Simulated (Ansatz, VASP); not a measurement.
# One calculation of PbS, two programs

```
Pb S
1.0
     4.11678    0.00000    0.00000
    -2.05839    3.56524    0.00000
     0.00000    0.00000    3.81325
Pb S
1 1
Cartesian
  0.0000 0.0000 0.0000
  2.0584 1.1884 1.9066
```

Alike in both runs: task single point; functional r2SCAN; k mesh 8 × 8 × 7; occupations fermi-dirac, width 0.05 eV; no spin polarisation.

```csv
,VASP,Ansatz
version,VASP 6.6.1,Ansatz 0.2.0
potentials or method,"VASP PAW PBE potentials, release 64 (Pb_d, S)",Ansatz PAW
plane-wave cutoff (eV),520,500
valence electrons in the cell,20,20
```

|  | VASP | Ansatz | Ansatz less VASP |
| --- | --- | --- | --- |
| gap on the k mesh at the Fermi level (eV) | 0.42 | 0.41 | -0.005 |
| least direct gap on the mesh (eV) | 1.91 | 1.91 | -0.003 |
| pressure (GPa) | -1.9 | -1.9 | +0.02 |
| traceless stress, the component that is largest in VASP (GPa) | -0.16 | -0.16 | -0.006 |

VASP's potentials were made for PBE, not for r2SCAN. The functional is the same, so the differences come from potentials, cutoffs and numerics.

Neither program's run includes spin-orbit coupling. Noted on Ansatz's run: odd divisions of the mesh miss points on the zone boundary, where band edges often lie, so the gap on the mesh can be too wide.
